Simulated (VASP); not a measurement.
Crystal: HfO2.

```
CELL_PARAMETERS angstrom
5.08365 0.00000 0.00000
0.00000 5.15090 0.00000
-0.85290 0.00000 5.17887
ATOMIC_POSITIONS crystal
Hf 0.27550 0.46030 0.70800
Hf 0.72450 0.96030 0.79200
Hf 0.72450 0.53970 0.29200
Hf 0.27550 0.03970 0.20800
O 0.07420 0.16840 0.84670
O 0.92580 0.66840 0.65330
O 0.92580 0.83160 0.15330
O 0.07420 0.33160 0.34670
O 0.44870 0.74190 0.98010
O 0.55130 0.24190 0.51990
O 0.55130 0.25810 0.01990
O 0.44870 0.75810 0.48010
```

Base run:

* Program: VASP 6.6.1
* Functional: BLYP
* Potentials or basis: VASP PAW PBE potentials, release 64 (Hf_pv, O)
* Cutoff: 520 eV
* k mesh: 5 × 5 × 5
* Occupations: fermi-dirac, width 0.05 eV
* Spin: no spin polarisation

Its results: band gap on the k mesh 4.28 eV (least direct gap 4.34 eV); pressure 15.2 GPa; largest force 0.565 eV/Å.

Problem. The run is repeated on the same cell with these changes: functional from BLYP to PBE exchange alone. What comes out?

Solution. Band gap on the k mesh 4.35 eV (least direct gap 4.40 eV); pressure 29.1 GPa; largest force 0.666 eV/Å.

Caveats: the cell stands under pressure; spin-orbit coupling is left out, which moves the levels of the heavy elements; an odd mesh through Γ misses points on the zone boundary, where band edges can lie; the PAW data sets were made with another functional, which shifts forces and pressure a little (at least some runs).
